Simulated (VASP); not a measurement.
Here is a VASP 6.6.1 calculation.

The input INCAR:

```
SYSTEM = Li2O
ALGO = Normal
EDIFF = 1E-7
EDIFFG = -0.01
ENCUT = 750
GGA = PE
GGA_COMPAT = .False.
IBRION = 2
ISIF = 3
ISMEAR = 0
LASPH = .True.
LCHARG = .False.
LREAL = .False.
LWAVE = .False.
NELM = 120
NELMIN = 4
NSW = 100
PREC = Accurate
SIGMA = 0.02
```

File KPOINTS:

```
k-points
0
Gamma
  8 8 8
  0 0 0
```

File POSCAR:

```
Li2O
1.0
    0.0000000000      2.3127615748      2.3127615748
    2.3127615748      0.0000000000      2.3127615748
    2.3127615748      2.3127615748      0.0000000000
Li O
2 1
Direct
    0.2500000000      0.2500000000      0.2500000000
    0.7500000000      0.7500000000      0.7500000000
    0.0000000000      0.0000000000      0.0000000000
```

Potentials or basis: VASP PAW PBE potentials, release 64 (Li_sv, O).

Command:

```sh
$ cat potpaw_PBE.64/Li_sv/POTCAR potpaw_PBE.64/O/POTCAR > POTCAR
$ mpirun -np 1 vasp_std > vasp.out
```

(1) Estimate the relaxed volume.

(2) What does it give for the band gap on the k mesh?

(3) Predict the space group after relaxing (to 0.05 Å).

Answers

(1) 8.23 Å³/atom.

(2) 4.98 eV, indirect (least direct gap 5.25 eV).

(3) Fm-3m (No. 225).
